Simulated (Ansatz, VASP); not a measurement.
# Hg: VASP beside Ansatz

```xyz
1
Lattice="1.9737 1.1395 2.1327 -1.9737 1.1395 2.1327 0.0000 -2.2791 2.1327" Properties=species:S:1:pos:R:3 pbc="T T T"
Hg    0.0000    0.0000    0.0000
```

Alike in both runs: task relaxation of cell and atoms; functional PBE; k mesh 14 × 14 × 14; occupations gaussian, width 0.05 eV; no spin polarisation.

```csv
,VASP,Ansatz
version,VASP 6.6.1,Ansatz 0.2.0
potentials or method,"VASP PAW PBE potentials, release 64 (Hg), cutoff 600 eV","scalar-relativistic, plane waves, PAW"
valence electrons in the cell,12,20
```

|  | VASP | Ansatz | Ansatz less VASP |
| --- | --- | --- | --- |
| gap on the k mesh at the Fermi level, each at its own relaxed structure (eV) | none | none | - |
| relaxed volume (Å³/atom) | 29.98 | 29.05 | -0.923 |
| relaxed cell length with the largest relative difference (Å) | 3.165 | 3.098 | -0.0669 |

A gap of «none» marks a metal or a gap that the smearing closes. VASP's potentials hold 12 valence electrons a cell and Ansatz's 20, so a difference there can come from the potentials and not from the codes.

Spin-orbit coupling is off throughout.
